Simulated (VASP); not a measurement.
# Mg5Co3 (Pm-3m) in VASP: notebook, part 2 of 2

VASP 6.6.1. Earlier steps stand in the parts before.

## (4) Relaxation of cell and atoms, PBE, collinear spin, ferromagnetic start

INCAR

```
PREC     = Accurate       # precision mode
ENCUT    = 600            # plane-wave cutoff, eV
EDIFF    = 1E-6           # SCF threshold, eV
ISMEAR   = 0              # smearing method
SIGMA    = 0.1            # smearing width, eV
LREAL    = F              # projectors in reciprocal space
LASPH    = T              # aspherical terms in the spheres
NELM     = 150            # most SCF steps
ALGO     = Normal         # electronic algorithm
ISIF     = 3              # what is computed and relaxed
LWAVE    = F              # write WAVECAR
LCHARG   = F              # write CHGCAR
ISPIN    = 2              # spin polarisation
MAGMOM   = 0 0 0 0 0 3 3 3 # initial moments
LORBIT   = 11             # projections on sites
LMAXMIX  = 4              # l up to which the mixer works
GGA      = PE             # functional
IBRION   = 2              # ionic algorithm
NSW      = 90             # ionic steps
EDIFFG   = -0.04          # ionic threshold
```

KPOINTS

```
regular mesh
0
Gamma
  4 4 4
```

POSCAR

```
Mg5Co3
1.0
    5.1934299100      0.0000000000      0.0000000000
    0.0000000000      5.1934299100      0.0000000000
    0.0000000000      0.0000000000      5.1934299100
Mg Co
5 3
Direct
    0.0000000000      0.0000000000      0.0000000000
    0.0000000000      0.5000000000      0.5000000000
    0.5000000000      0.0000000000      0.5000000000
    0.5000000000      0.5000000000      0.0000000000
    0.5000000000      0.5000000000      0.5000000000
    0.5000000000      0.0000000000      0.0000000000
    0.0000000000      0.5000000000      0.0000000000
    0.0000000000      0.0000000000      0.5000000000
```

Potentials or basis: VASP PAW PBE potentials, release 64 (Mg, Co).

Command:

```
> cat potpaw_PBE.64/Mg/POTCAR potpaw_PBE.64/Co/POTCAR > POTCAR
> mpirun -np 1 vasp_std > vasp.out
```

OUTCAR:

```text
PREC = Accurate
   ENCUT = 600
   EDIFF = 1E-6
   ISMEAR = 0
   LREAL = F
   LASPH = T
   NELM = 150
   ISIF = 3
   ISPIN = 2
   LORBIT = 11
   GGA = PE
   IBRION = 2
   NSW = 90
   EDIFFG = -0.04

 ion  position               nearest neighbor table
   1  0.000  0.000  0.000-   6 2.60   7 2.60   8 2.60   8 2.60   7 2.60   6 2.60
   2  0.000  0.500  0.500-   5 2.60   7 2.60   8 2.60   7 2.60   8 2.60   5 2.60
   3  0.500  0.000  0.500-   5 2.60   6 2.60   8 2.60   6 2.60   5 2.60   8 2.60
   4  0.500  0.500  0.000-   5 2.60   6 2.60   7 2.60   5 2.60   6 2.60   7 2.60
   5  0.500  0.500  0.500-   2 2.60   3 2.60   4 2.60   4 2.60   3 2.60   2 2.60
   6  0.500  0.000  0.000-   1 2.60   3 2.60   4 2.60   3 2.60   4 2.60   1 2.60
   7  0.000  0.500  0.000-   1 2.60   2 2.60   4 2.60   2 2.60   1 2.60   4 2.60
   8  0.000  0.000  0.500-   1 2.60   2 2.60   3 2.60   1 2.60   2 2.60   3 2.60

  LATTYP: Found a simple cubic cell.
 ALAT       =     5.1934299100

  Lattice vectors:

 A1 = (   5.1934299100,   0.0000000000,   0.0000000000)
 A2 = (   0.0000000000,   5.1934299100,   0.0000000000)
 A3 = (   0.0000000000,   0.0000000000,   5.1934299100)

Analysis of symmetry for initial positions (statically):
=====================================================================
 Subroutine PRICEL returns:
 Original cell was already a primitive cell.

 Routine SETGRP: Setting up the symmetry group for a
 simple cubic supercell.

[... 195 lines left out ...]
      4       1.4341      1.00000
      5       1.8181      1.00000
      6       1.8181      1.00000
[... 695 lines left out ...]
--------------------------------------- Ionic step        3  -------------------------------------------

 number of electron      36.9999995 magnetization       4.1671687

 Free energy of the ion-electron system (eV)
  ---------------------------------------------------
  ext. energy  EPLUGINS =         0.00000000
  ---------------------------------------------------
  free energy    TOTEN  =       -22.67210391 eV

  energy without entropy =      -22.63352016  energy(sigma->0) =      -22.65281204

 E-fermi :   3.8657     XC(G=0):  -9.5827

 val. band max:        3.8256688580   @ k =   0.5000   0.5000   0.0000
 cond. band min:       3.8704995147   @ k =   0.5000   0.0000   0.0000
 fundamental gap:      0.0448306567
 Fermi energy:         3.8657251050

 spin component 1

 k-point     1 :       0.0000    0.0000    0.0000
  band No.  band energies     occupation
      1      -3.1835      1.00000
      2       0.7217      1.00000
      3       1.0567      1.00000
      4       1.0567      1.00000
      5       1.3999      1.00000
      6       1.3999      1.00000
[... 647 lines left out ...]
  FREE ENERGIE OF THE ION-ELECTRON SYSTEM (eV)
  ---------------------------------------------------
  free  energy   TOTEN  =       -22.6721039115 eV

  energy  without entropy=      -22.6335201646  energy(sigma->0) =      -22.65281204

 reached required accuracy - stopping structural energy minimisation

 total charge

# of ion       s       p       d       tot
------------------------------------------
    1        0.212   0.143   0.024   0.380
    2        0.230   0.148   0.022   0.400
    3        0.230   0.148   0.022   0.400
    4        0.230   0.148   0.022   0.400
    5        0.263   0.139   0.016   0.418
    6        0.420   0.198   7.339   7.956
    7        0.420   0.198   7.339   7.956
    8        0.420   0.198   7.339   7.956
--------------------------------------------------
tot          2.425   1.320  22.123  25.868

 magnetization (x)

# of ion       s       p       d       tot
------------------------------------------
    1       -0.009  -0.013  -0.002  -0.024
    2       -0.009  -0.007  -0.001  -0.017
    3       -0.009  -0.007  -0.001  -0.017
    4       -0.009  -0.007  -0.001  -0.017
    5        0.022   0.001  -0.002   0.021
    6        0.058  -0.005   1.431   1.483
    7        0.058  -0.005   1.431   1.483
    8        0.058  -0.005   1.431   1.483
--------------------------------------------------
tot          0.157  -0.050   4.288   4.395
```

CONTCAR:

```text
Mg5Co3
   1.00000000000000
     5.3069292844365350    0.0000000000000000   -0.0000000000000000
    -0.0000000000000000    5.3069292844365350   -0.0000000000000000
     0.0000000000000000   -0.0000000000000000    5.3069292844365350
  Mg              Co
     5     3
Direct
     0.0000000000000000    0.0000000000000000    0.0000000000000000
     0.0000000000000000    0.5000000000000000    0.5000000000000000
     0.5000000000000000    0.0000000000000000    0.5000000000000000
     0.5000000000000000    0.5000000000000000    0.0000000000000000
     0.5000000000000000    0.5000000000000000    0.5000000000000000
     0.5000000000000000    0.0000000000000000    0.0000000000000000
     0.0000000000000000    0.5000000000000000    0.0000000000000000
     0.0000000000000000    0.0000000000000000    0.5000000000000000

  0.00000000E+00  0.00000000E+00  0.00000000E+00
  0.00000000E+00  0.00000000E+00  0.00000000E+00
  0.00000000E+00  0.00000000E+00  0.00000000E+00
  0.00000000E+00  0.00000000E+00  0.00000000E+00
  0.00000000E+00  0.00000000E+00  0.00000000E+00
  0.00000000E+00  0.00000000E+00  0.00000000E+00
  0.00000000E+00  0.00000000E+00  0.00000000E+00
  0.00000000E+00  0.00000000E+00  0.00000000E+00
```

It took 2.9 min on 1 thread of AMD EPYC 9R45 (Zen 5), shared host; peak memory 0.33 GiB.

Results:

```
Free energy                                           : -22.6721 eV
Relaxed volume                                        : 18.68 Å³/atom
Relaxed cell                                          : a = 5.307 Å, b = 5.307 Å, c = 5.307 Å, α = 90.00°, β = 90.00°, γ = 90.00°
Space group after relaxing (to 0.1 Å)                 : Pm-3m (No. 221)
Energy gained by relaxing                             : 11.3 meV/atom
Ionic steps                                           : 3
Pressure after relaxing                               : -0.1 GPa
Net moment                                            : 4.17 μB per cell
Site moments                                          : Mg -0.02, +0.02 (each value once); Co +1.48 μB
Valence electrons inside the program's atomic spheres : Mg 0.38, 0.40, 0.42 (each value once); Co 7.96
```

Step by step:
| step | energy change (eV) | largest force (eV/Å) | pressure (GPa) | volume (Å³) |
| --- | --- | --- | --- | --- |
| 1 | 0.0000 | 0.0000 | 3.37 | 140.08 |
| 2 | -0.0877 | 0.0000 | 0.51 | 147.67 |
| 3 | -0.0903 | 0.0000 | -0.10 | 149.46 |

Final structure:
```
Mg Co
1.0
     5.30693    0.00000    0.00000
     0.00000    5.30693    0.00000
     0.00000    0.00000    5.30693
Mg Co
5 3
Direct
  0.00000 0.00000 0.00000
  0.00000 0.50000 0.50000
  0.50000 0.00000 0.50000
  0.50000 0.50000 0.00000
  0.50000 0.50000 0.50000
  0.50000 0.00000 0.00000
  0.00000 0.50000 0.00000
  0.00000 0.00000 0.50000
```

## (5) Summary

```csv
task,cell,cutoff (eV),gap on the mesh (eV),pressure (GPa),moment (μB)
single point,"a = 5.193 Å, 8 atoms",520,none,3.4,4.08
single point,"a = 5.304 Å, 8 atoms",520,none,0.1,4.17
relaxation of cell and atoms,"relaxed from a = 5.193 Å, 8 atoms",600,none,-0.1,4.17
```

Alike in all rows: level PBE; potentials or basis VASP PAW PBE potentials, release 64 (Mg, Co); spin collinear, ferromagnetic start; k mesh 4 × 4 × 4; smearing gaussian 0.1 eV.

Caveats: the cell stands under pressure (at least some runs).

Total energies depend on the potentials used, so only differences within one code and one set of settings carry meaning.
